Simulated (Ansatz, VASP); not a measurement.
**Two plane-wave programs on Zn2InGaO5**

```
Zn In Ga O
1.0
     3.30258    0.00000    0.00000
    -1.65129    2.86012    0.00000
     0.00000    0.00000   22.35807
Zn In Ga O
4 2 2 10
Cartesian
  0.0000 1.9067 14.2114
  0.0000 1.9067 19.3257
  1.6513 0.9534 3.0323
  1.6513 0.9534 8.1467
  0.0000 0.0000 11.1790
  0.0000 0.0000 0.0000
  0.0000 0.0000 16.7686
  0.0000 0.0000 5.5895
  0.0000 1.9067 12.2572
  0.0000 0.0000 14.8016
  0.0000 1.9067 16.7686
  0.0000 0.0000 18.7355
  0.0000 1.9067 21.2799
  1.6513 0.9534 1.0782
  0.0000 0.0000 3.6226
  1.6513 0.9534 5.5895
  0.0000 0.0000 7.5564
  1.6513 0.9534 10.1008
```

Alike in both runs: functional PBEsol; k mesh 12 × 12 × 2; occupations gaussian, width 0.02 eV; no spin polarisation.

Ansatz relaxed the structure, and its values are those at the end. VASP's run is a single point on that final structure, the one shown.

|  | VASP | Ansatz |
| --- | --- | --- |
| version | VASP 6.6.1 | Ansatz 0.2.0 |
| potentials or method | VASP PAW PBE potentials, release 64 (Zn, In_d, Ga_d, O), cutoff 520 eV | scalar-relativistic, plane waves, PAW |
| valence electrons in the cell | 160 | 160 |

```csv
,VASP,Ansatz,Ansatz less VASP
gap on the k mesh at the Fermi level (eV),1.22,1.24,+0.013
least direct gap on the mesh (eV),1.22,1.24,+0.013
pressure (GPa),0.7,0.0,-0.66
rms of the force components (eV/Å),0.007,0.000,-0.0070
```

VASP's potentials were made for PBE, not for PBEsol.
